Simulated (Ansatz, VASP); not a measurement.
# One calculation of Gd, two programs

INCAR

```
  PREC = Accurate
  ENCUT = 520
  EDIFF = 1E-8
  ISMEAR = -1
  SIGMA = 0.08
  LREAL = False
  LASPH = True
  NELM = 150
  ALGO = Normal
  ISIF = 2
  LWAVE = False
  LCHARG = False
  ISPIN = 2
  MAGMOM = 7
  LORBIT = 11
  LMAXMIX = 6
  GGA = PE
  LEFG = True
  NBANDS = 19
```

KPOINTS

```
Automatic mesh
0
Gamma
  14 14 14
```

POSCAR

```
Gd
1.0
   -1.9906713343      1.9906713343      1.9906713343
    1.9906713343     -1.9906713343      1.9906713343
    1.9906713343      1.9906713343     -1.9906713343
Gd
1
Direct
    0.0000000000      0.0000000000      0.0000000000
```

Input for Ansatz:

```yaml
crystal:
  lattice:
    - [-1.9906713343, 1.9906713343, 1.9906713343]
    - [1.9906713343, -1.9906713343, 1.9906713343]
    - [1.9906713343, 1.9906713343, -1.9906713343]
  atoms:
    - { symbol: Gd, position: [0.0, 0.0, 0.0], spin: 7.0 }
magnetization:
  spin_polarized: true
kpoints:
  mp_grid: { grid: [14, 14, 14] }
scf:
  occupations: { method: fermi_dirac, width: 0.08 }
hamiltonian:
  xc: pbe
  pseudopotentials: { kind: paw }
output:
  forces: true
  stress: true
  eigenvalues: true
  efg: { contact_densities: true }
```

Change from the starting cell: volume scaled by 0.95, PAW files.

Alike in both runs: task electric field gradients; functional PBE; k mesh 14 × 14 × 14; occupations fermi-dirac, width 0.08 eV; collinear spin.

|  | VASP | Ansatz |
| --- | --- | --- |
| version | VASP 6.6.1 | Ansatz 0.2.0 |
| potentials or method | VASP PAW PBE potentials, release 64 (Gd) | PAW with Ansatz's default frozen-core files, scalar-relativistic |
| plane-wave cutoff (eV) | 520 | 420 |
| valence electrons in the cell | 18 | 18 |

|  | VASP | Ansatz | Ansatz less VASP |
| --- | --- | --- | --- |
| pressure (GPa) | 1.9 | 1.9 | -0.01 |
| net moment per atom (μB) | 7.61 | 7.60 | -0.006 |
| size of the moment on the site where the two differ most (μB) | 7.00 | 7.32 | +0.317 |

Site moments also hang on the region over which each program counts them. The functional is the same, so the differences come from potentials, cutoffs and numerics.

Neither program's run includes spin-orbit coupling.
